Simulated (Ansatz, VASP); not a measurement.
## Zn in VASP and in Ansatz

File INCAR:

```
SYSTEM = Zn
PREC = Accurate
ENCUT = 600
EDIFF = 1E-7
ISMEAR = -1
SIGMA = 0.15
LREAL = .FALSE.
LASPH = .TRUE.
NELM = 60
ALGO = Fast
ISIF = 3
LWAVE = .FALSE.
LCHARG = .FALSE.
GGA = PS
IBRION = 2
NSW = 80
EDIFFG = -0.001
```

The input KPOINTS:

```
regular mesh
0
G
  15 15 8
  0 0 0
```

POSCAR

```
Zn
1.0
    2.5870499134      0.0000000000      0.0000000000
   -1.2935249567      2.2404509459      0.0000000000
    0.0000000000      0.0000000000      4.9278786720
Zn
2
Direct
    0.3333333333      0.6666666667      0.2500000000
    0.6666666667      0.3333333333      0.7500000000
```

Input for Ansatz:

```yaml
crystal:
  lattice:
    - [2.5870499134, 0.0, 0.0]
    - [-1.2935249567, 2.2404509459, 0.0]
    - [0.0, 0.0, 4.927878672]
  atoms:
    - { symbol: Zn, position: [0.3333333333, 0.6666666667, 0.25] }
    - { symbol: Zn, position: [0.6666666667, 0.3333333333, 0.75] }
basis:
  ecutwfc: 420
kpoints:
  mp_grid: { grid: [15, 15, 8] }
hamiltonian:
  xc: pbesol
  pseudopotentials: { kind: paw, azcp: { folder: soft_1 } }
scf:
  occupations: { method: fermi_dirac, width: 0.15 }
output:
  forces: true
  stress: true
  eigenvalues: true
relax:
  adjacent_minimum: "off"
  f_tol: 0.001
  max_steps: 60
  cell: { stress_tol: 0.01 }
```

Alike in both runs: task relaxation of cell and atoms; functional PBEsol; k mesh 15 × 15 × 8; occupations fermi-dirac, width 0.15 eV; no spin polarisation.

```csv
,VASP,Ansatz
version,VASP 6.6.1,Ansatz 0.2.0
potentials or method,"VASP PAW PBE potentials, release 64 (Zn), cutoff 600 eV","scalar-relativistic, plane waves, PAW"
valence electrons in the cell,24,24
```

Ansatz gave:

```
gap on the k mesh at the Fermi level, each at its own relaxed structure (eV) : none
relaxed volume (Å³/atom)                                                     : 14.29
relaxed length of the cell vector where the two differ most in proportion (Å)              : 2.589
```

Task: Estimate VASP's values.

Result: gap on the k mesh at the Fermi level, each at its own relaxed structure (eV): none; relaxed volume (Å³/atom): 14.35; relaxed length of the cell vector where the two differ most in proportion (Å): 2.594.

VASP's potentials were made for PBE, not for PBEsol, and Ansatz warns of the same on its side. A gap of «none» marks a metal or a gap that the smearing closes.
